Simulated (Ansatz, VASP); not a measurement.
One calculation of In3GaSb2N2, two programs

```
In Ga Sb N
1.0
     3.38041    0.00000    0.00000
    -1.69021    2.92752    0.00000
     0.00000    0.00000   16.89131
In Ga Sb N
3 1 2 2
Direct
  0.66667 0.33333 0.61567
  0.66667 0.33333 0.92909
  0.00000 0.00000 0.09097
  0.00000 0.00000 0.42108
  0.00000 0.00000 0.78339
  0.66667 0.33333 0.22768
  0.33333 0.66667 0.42776
  0.33333 0.66667 0.00437
```

Change from the starting cell: species swapped into the TiNb3Al2C2 type (P3m1, No. 156).

Alike in both runs: functional PBE; k mesh 4 × 4 × 1; occupations gaussian, width 0.15 eV; no spin polarisation.

Ansatz relaxed the structure, and its values are those at the end. VASP's run is a single point on that final structure, the one shown.

|  | VASP | Ansatz |
| --- | --- | --- |
| version | VASP 6.6.1 | Ansatz 0.2.0 |
| potentials or method | VASP PAW PBE potentials, release 64 (In_d, Ga_d, Sb, N), cutoff 520 eV | scalar-relativistic, plane waves, PAW |
| valence electrons in the cell | 72 | 92 |

```tsv
	VASP	Ansatz	Ansatz less VASP
gap on the k mesh at the Fermi level (eV)	none	none	-
pressure (GPa)	-0.2	-0.2	-0.01
rms of the force components (eV/Å)	0.021	0.020	-0.0012
```

A gap of «none» marks a metal or a gap that the smearing closes. VASP's potentials hold 72 valence electrons a cell and Ansatz's 92, so a difference there can come from the potentials and not from the codes.

The k mesh is coarse, so the values compare programs but aren't converged. Spin-orbit coupling is off throughout.
